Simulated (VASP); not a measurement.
# Al (Fm-3m) in VASP: further runs

Al is run at these levels: PBE; tasks: single point, relaxation of cell and atoms.

Everything below comes from runs of VASP 6.6.1. Logs are shortened: lines on timing, memory, paths and dates and some standing lists are left out, and cuts for length are marked.

### 1 The cell of the first run

Symmetry: Fm-3m, No. 225, cubic system. Conventional cell: a = 4.041 Å, b = 4.041 Å, c = 4.041 Å, α = 90.00°, β = 90.00°, γ = 90.00°. Al (site symmetry m-3m) has 12 Al at 2.86 Å within 3.8 Å.

### 2 Single point, PBE

Input file INCAR:

```
PREC = Accurate
ENCUT = 520
EDIFF = 1E-6
ISMEAR = -1
SIGMA = 0.05
LREAL = False
LASPH = True
NELM = 60
ALGO = Normal
ISIF = 2
LWAVE = False
LCHARG = False
GGA = PE
NBANDS = 8
```

Input file KPOINTS:

```
regular mesh
0
Gamma
  22 22 22
```

Input file POSCAR:

```
Al
1.0
    0.0000000000      2.0206785445      2.0206785445
    2.0206785445      0.0000000000      2.0206785445
    2.0206785445      2.0206785445      0.0000000000
Al
1
Direct
    0.0000000000      0.0000000000      0.0000000000
```

Potentials or basis: VASP PAW PBE potentials, release 64 (Al).

Started as:

```console
cat potpaw_PBE.64/Al/POTCAR > POTCAR
mpirun -np 1 vasp_std > vasp.out
```

OUTCAR:

```text
PREC = Accurate
   ENCUT = 520
   EDIFF = 1E-6
   ISMEAR = -1
   LREAL = False
   LASPH = True
   NELM = 60
   ISIF = 2
   GGA = PE

 ion  position               nearest neighbor table
   1  0.000  0.000  0.000-

  LATTYP: Found a face centered cubic cell.
 ALAT       =     4.0413570890

  Lattice vectors:

 A1 = (   0.0000000000,   2.0206785445,   2.0206785445)
 A2 = (   2.0206785445,   0.0000000000,   2.0206785445)
 A3 = (   2.0206785445,   2.0206785445,   0.0000000000)

Analysis of symmetry for initial positions (statically):
=====================================================================
 Subroutine PRICEL returns:
 Original cell was already a primitive cell.

 Routine SETGRP: Setting up the symmetry group for a
 face centered cubic supercell.

 Subroutine GETGRP returns: Found 48 space group operations
 (whereof 48 operations were pure point group operations)
 out of a pool of 48 trial point group operations.

The static configuration has the point symmetry O_h .

Analysis of symmetry for dynamics (positions and initial velocities):
=====================================================================
 Subroutine PRICEL returns:
 Original cell was already a primitive cell.

 Routine SETGRP: Setting up the symmetry group for a
 face centered cubic supercell.

 Subroutine GETGRP returns: Found 48 space group operations
 (whereof 48 operations were pure point group operations)
 out of a pool of 48 trial point group operations.

The dynamic configuration has the point symmetry O_h .

 Subroutine INISYM returns: Found 48 space group operations
 (whereof 48 operations are pure point group operations),
 and found     1 'primitive' translations

----------------------------------------------------------------------------------------

                                     Primitive cell

  volume of cell :      16.5014

  direct lattice vectors                    reciprocal lattice vectors
     0.000000000  2.020678544  2.020678544    -0.247441634  0.247441634  0.247441634
     2.020678544  0.000000000  2.020678544     0.247441634 -0.247441634  0.247441634
     2.020678544  2.020678544  0.000000000     0.247441634  0.247441634 -0.247441634

  length of vectors
     2.857671003  2.857671003  2.857671003     0.428581481  0.428581481  0.428581481

[... 77 lines left out ...]
   NELM   =     60;   NELMIN=  2; NELMDL= -5     # of ELM steps
   EDIFF  = 0.1E-05   stopping-criterion for ELM
   LREAL  =      F    real-space projection
   EDIFFG = 0.1E-04   stopping-criterion for IOM
   NSW    =      0    number of steps for IOM
   IBRION =     -1    ionic relax: 0-MD 1-quasi-New 2-CG
   NFREE  =      0    steps in history (QN), initial steepest desc. (CG)
   ISIF   =      2    stress and relaxation
   ISYM   =      2    0-nonsym 1-usesym 2-fastsym
   POTIM  = 0.5000    time-step for ionic-motion
   TEBEG  =    0.0;   TEEND  =   0.0 temperature during run
   PSTRESS=    0.0 pullay stress
   NELECT =       3.0000    total number of electrons
   NUPDOWN=      -1.0000    fix difference up-down
   EMIN   =  10.00;   EMAX   =-10.00  energy-range for DOS
   EFERMI =   0.00;   METHOD = LEGACY
   ISMEAR =    -1;   SIGMA  =   0.05  broadening in eV -4-tet -1-fermi 0-gaus
   EFERMI_NEDOS =   21; number of points for ismear=-14 and -15
   IALGO  =     38    algorithm
   IMIX   =      4    mixing-type and parameters
     AMIX     =   0.40;   BMIX     =  1.00
     AMIX_MAG =   1.60;   BMIX_MAG =  1.00
  volume/ion in A,a.u.               =      16.50       111.36
  Fermi-wavevector in a.u.,A,eV,Ry     =   0.927416  1.752563 11.702382  0.860101
  Thomas-Fermi vector in A             =   2.053484
   LORBIT       =      0    0 simple, 1 ext, 2 COOP (PROOUT), +10 PAW based schemes
   GGA     = PE    functional components
   LHFCALC =     F    Hartree Fock is set to
   AEXX    =    0.0000 exact exchange contribution
   IVDW    =     0    specifies the selected vdW correction
   LEPSILON=     F    determine dielectric tensor
   LRPA    =     F    only Hartree local field effects (RPA)
 non-spin polarized calculation
  energy-cutoff  :      520.00
  volume of cell :       16.50
 maximum number of plane-waves:       459
 NGX is ok and might be reduce to    24
   NGX = 11   NGY = 11   NGZ = 11

 number of electron       3.0000000 magnetization

 Free energy of the ion-electron system (eV)
  ---------------------------------------------------
  ext. energy  EPLUGINS =         0.00000000
  ---------------------------------------------------
  free energy    TOTEN  =        -3.74907375 eV

  energy without entropy =       -3.74623447  energy(sigma->0) =       -3.74765411

 E-fermi :   7.9705     XC(G=0): -10.1961

 val. band max:        7.9517371492   @ k =   0.5000   0.2727   0.0455
 cond. band min:       8.0015795138   @ k =  -0.4545   0.3636   0.0000
 fundamental gap:      0.0498423645
 Fermi energy:         7.9704916413

 k-point     1 :       0.0000    0.0000    0.0000
  band No.  band energies     occupation
      1      -3.1345      2.00000
      2      20.6181      0.00000
      3      20.6181      0.00000
      4      20.6181      0.00000
      5      22.1094      0.00000
      6      22.1094      0.00000
      7      22.1094      0.00000
      8      24.4645      0.00000
[... 243 lines left out ...]
 k-point    24 :      -0.4545    0.0455    0.0000
  band No.  band energies     occupation
      1       2.7873      2.00000
      2       4.3781      2.00000
      3      17.8996      0.00000
      4      18.7868      0.00000
      5      20.0818      0.00000
      6      20.2110      0.00000
      7      23.3899      0.00000
      8      24.1258      0.00000

 [... further k-points ...]

------------------------ aborting loop because EDIFF is reached ----------------------------------------

  FORCE on cell =-STRESS in cart. coord.  units (eV):
  Direction    XX          YY          ZZ          XY          YZ          ZX
  --------------------------------------------------------------------------------------
  -------------------------------------------------------------------------------------
  Total       -0.0045956     -0.0045956     -0.0045956      0.0000000     -0.0000000      0.0000000
  in kB       -0.4462041     -0.4462041     -0.4462041      0.0000000     -0.0000000      0.0000000
  external PRESSURE =      -0.4462041 kB  Pullay stress =       0.0000000 kB

 VOLUME and BASIS-vectors are now :
 -----------------------------------------------------------------------------
  energy-cutoff  :      520.00
  volume of cell :       16.50
      direct lattice vectors                 reciprocal lattice vectors
     0.000000000  2.020678544  2.020678544    -0.247441634  0.247441634  0.247441634
     2.020678544  0.000000000  2.020678544     0.247441634 -0.247441634  0.247441634
     2.020678544  2.020678544  0.000000000     0.247441634  0.247441634 -0.247441634

 POSITION                                       TOTAL-FORCE (eV/Angst)
 -----------------------------------------------------------------------------------
      0.00000      0.00000      0.00000        -0.000000     -0.000000     -0.000000
 -----------------------------------------------------------------------------------
    total drift:                               -0.000000     -0.000000     -0.000000

  FREE ENERGIE OF THE ION-ELECTRON SYSTEM (eV)
  ---------------------------------------------------
  free  energy   TOTEN  =        -3.7490737452 eV

  energy  without entropy=       -3.7462344670  energy(sigma->0) =       -3.74765411
```

stdout:

```text
POSCAR found type information on POSCAR Al
 POSCAR found :  1 types and       1 ions
 scaLAPACK will be used
 LDA part: xc-table for (Slater+PW92), standard interpolation
 POSCAR, INCAR and KPOINTS ok, starting setup
 FFT: planning ... GRIDC
 FFT: planning ... GRID_SOFT
 FFT: planning ... GRID
 WAVECAR not read
 entering main loop
```

Wall time 27 s (1 thread of Intel Xeon 8259CL, shared host); peak memory 0.16 GiB.

Results:

```
Free energy            : -3.7491 eV
Pressure               : 0.0 GPa
Band gap on the k mesh : zero (an odd number of electrons rules out a gap without spin polarisation)
```

Levels at points of the mesh, in eV from the Fermi level:
| k point | band 1 | band 2 | band 3 | band 4 | band 5 |
| --- | --- | --- | --- | --- | --- |
| (0.00, 0.00, 0.00) | -11.10 | 12.65 | 12.65 | 12.65 | 14.14 |
| (0.50, 0.00, 0.00) | -4.56 | -4.35 | 11.44 | 11.44 | 11.49 |
| (0.50, 0.50, 0.00) | -2.89 | -1.57 | 5.29 | 5.62 | 5.62 |

### 3 Single point, PBE

Input file INCAR:

```
SYSTEM = Al
PREC = Accurate ; ENCUT = 520
EDIFF = 1E-6 ; ISMEAR = -1
SIGMA = 0.05 ; LREAL = .FALSE.
LASPH = .TRUE. ; NELM = 80
ALGO = Normal ; ISIF = 2
LWAVE = .FALSE. ; LCHARG = .FALSE.
GGA = PE ; NBANDS = 8
```

Input file KPOINTS:

```
regular mesh
0
G
  22 22 22
  0 0 0
```

POSCAR is that of step 2.

Potentials or basis: VASP PAW PBE potentials, release 64 (Al).

Started as:

```console
cat potpaw_PBE.64/Al/POTCAR > POTCAR
mpirun -np 1 vasp_std > vasp.out
```

Run time: 28 s. Hardware: 1 thread of Intel Xeon 8259CL, shared host; peak memory 0.15 GiB.

It converged, with:

```
Free energy            : -3.7491 eV
Pressure               : 0.0 GPa
Band gap on the k mesh : zero (an odd number of electrons rules out a gap without spin polarisation)
```

Levels at points of the mesh, in eV from the Fermi level:
```
           k point  band 1  band 2  band 3  band 4
(0.00, 0.00, 0.00)  -11.10   12.65   12.65   12.65
(0.50, 0.00, 0.00)   -4.56   -4.35   11.44   11.44
(0.50, 0.50, 0.00)   -2.89   -1.57    5.29    5.62
```

### 4 Relaxation of cell and atoms, PBE

This run uses another cell than the first one, of 16.60 Å³/atom.

Input file INCAR:

```
PREC = Accurate
ENCUT = 600
EDIFF = 1E-7
ISMEAR = -1
SIGMA = 0.05
LREAL = False
LASPH = True
NELM = 80
ALGO = Normal
ISIF = 3
LWAVE = False
LCHARG = False
GGA = PE
IBRION = 2
NSW = 100
EDIFFG = -0.003
```

Input file KPOINTS:

```
Automatic mesh
0
Gamma
  22 22 22
```

Input file POSCAR:

```
Al
1.0
    0.0000000000      2.0247900000      2.0247900000
    2.0247900000      0.0000000000      2.0247900000
    2.0247900000      2.0247900000      0.0000000000
Al
1
Direct
    0.0000000000      0.0000000000      0.0000000000
```

Started as:

```console
cat potpaw_PBE.64/Al/POTCAR > POTCAR
mpirun -np 1 vasp_std > vasp.out
```

Run time: 26 s. Hardware: 1 thread of Intel Xeon 8259CL, shared host; peak memory 0.16 GiB.

Results (log left out):

- Free energy: -3.7492 eV
- Relaxed volume: 16.49 Å³/atom
- Relaxed cell: a = 2.857 Å, b = 2.857 Å, c = 2.857 Å, α = 60.00°, β = 60.00°, γ = 60.00°
- Space group after relaxing (to 0.1 Å): Fm-3m (No. 225)
- Energy gained by relaxing: 0.2 meV/atom
- Ionic steps: 3
- Pressure after relaxing: 0.0 GPa
- Band gap on the k mesh: zero (an odd number of electrons rules out a gap without spin polarisation)

Step by step:
```tsv
step	energy change (eV)	largest force (eV/Å)	pressure (GPa)	volume (Å³)
1	0.0000	0.0000	-0.51	16.60
2	-0.0002	0.0000	0.08	16.48
3	-0.0002	0.0000	0.00	16.49
```

Final structure:
```cif
data_structure
_symmetry_space_group_name_H-M 'P 1'
_symmetry_Int_Tables_number 1
_cell_length_a 2.8571
_cell_length_b 2.8571
_cell_length_c 2.8571
_cell_angle_alpha 60.000
_cell_angle_beta 60.000
_cell_angle_gamma 60.000
_cell_volume 16.49
loop_
_atom_site_label
_atom_site_type_symbol
_atom_site_fract_x
_atom_site_fract_y
_atom_site_fract_z
_atom_site_occupancy
Al1 Al 0.00000 0.00000 0.00000 1
```

Levels at points of the mesh, in eV from the Fermi level:
| k point | band 1 | band 2 | band 3 | band 4 |
| --- | --- | --- | --- | --- |
| (0.00, 0.00, 0.00) | -11.11 | 12.65 | 12.65 | 12.65 |
| (0.50, 0.00, 0.00) | -4.57 | -4.35 | 11.44 | 11.44 |
| (0.50, 0.50, 0.00) | -2.90 | -1.57 | 5.29 | 5.63 |

### 5 Single point, PBE, non-collinear spin, zero start, spin-orbit coupling

Input file INCAR:

```
SYSTEM = Al
PREC = Accurate
ENCUT = 520
EDIFF = 1E-7
ISMEAR = -1
SIGMA = 0.05
LREAL = .False.
LASPH = .True.
NELM = 150
ALGO = Normal
ISIF = 2
LWAVE = .False.
LCHARG = .False.
MAGMOM = 0 0 0
LORBIT = 11
LSORBIT = .True.
GGA_COMPAT = .False.
LORBMOM = .True.
GGA = PE
NBANDS = 14
```

Input file KPOINTS:

```
Automatic mesh
0
Gamma
  22 22 22
  0 0 0
```

Input file POSCAR:

```
Al
1.0
    0.0000000000      2.0206785445      2.0206785445
    2.0206785445      0.0000000000      2.0206785445
    2.0206785445      2.0206785445      0.0000000000
Al
1
Direct
    0.0000000000      0.0000000000      0.0000000000
```

Started as:

```console
cat potpaw_PBE.64/Al/POTCAR > POTCAR
mpirun -np 1 vasp_ncl > vasp.out
```

Run time: 2.5 min. Hardware: 1 thread of Intel Xeon 8259CL, shared host; peak memory 0.26 GiB.

Results (log left out):

- Free energy: -3.7491 eV
- Pressure: 0.0 GPa
- Net moment: 0.00 μB per cell
- Valence electrons inside the program's atomic spheres: Al 0.77

Moments on the atoms (μB; x, y, z):
```
Al  0.00 0.00 0.00
```

### 6 Single point, PBE, non-collinear spin, zero start, spin-orbit coupling

Input file INCAR:

```
  ALGO = Normal
  EDIFF = 1E-7
  ENCUT = 520
  GGA = PE
  GGA_COMPAT = False
  ISIF = 2
  ISMEAR = -1
  LASPH = True
  LCHARG = False
  LORBIT = 11
  LORBMOM = True
  LREAL = False
  LSORBIT = True
  LWAVE = False
  MAGMOM = 0 0 0
  NBANDS = 14
  NELM = 150
  PREC = Accurate
  SIGMA = 0.05
```

Input file KPOINTS:

```
k-points
0
Gamma
  22 22 22
```

POSCAR is that of step 5.

Potentials or basis: VASP PAW PBE potentials, release 64 (Al).

Started as:

```console
cat potpaw_PBE.64/Al/POTCAR > POTCAR
mpirun -np 1 vasp_ncl > vasp.out
```

It took 2.9 min on 1 thread of Intel Xeon 8259CL, shared host; peak memory 0.26 GiB.

The run converged. Its results:

```yaml
Free_energy: -3.7491 eV
Pressure: 0.0 GPa
Net_moment: 0.00 μB per cell
Valence_electrons_inside_the_program's_atomic_spheres: Al 0.77
```

Moments on the atoms (μB; x, y, z):
```
Al  0.00 0.00 0.00
```

### 7 Summary

```tsv
task	spin	cell	cutoff (eV)	gap on the mesh (eV)	pressure (GPa)
single point	off	a = 2.858 Å, angles 60.0°, 1 atom	520	none	0.0
relaxation of cell and atoms	off	relaxed from a = 2.863 Å, angles 60.0°, 1 atom	600	none	0.0
single point	non-collinear, zero start, SOC	a = 2.858 Å, angles 60.0°, 1 atom	520	-	0.0
```

Alike in all rows: level PBE; potentials or basis VASP PAW PBE potentials, release 64 (Al); k mesh 22 × 22 × 22; smearing fermi-dirac 0.05 eV.

Total energies depend on the potentials used, so only differences within one code and one set of settings carry meaning.
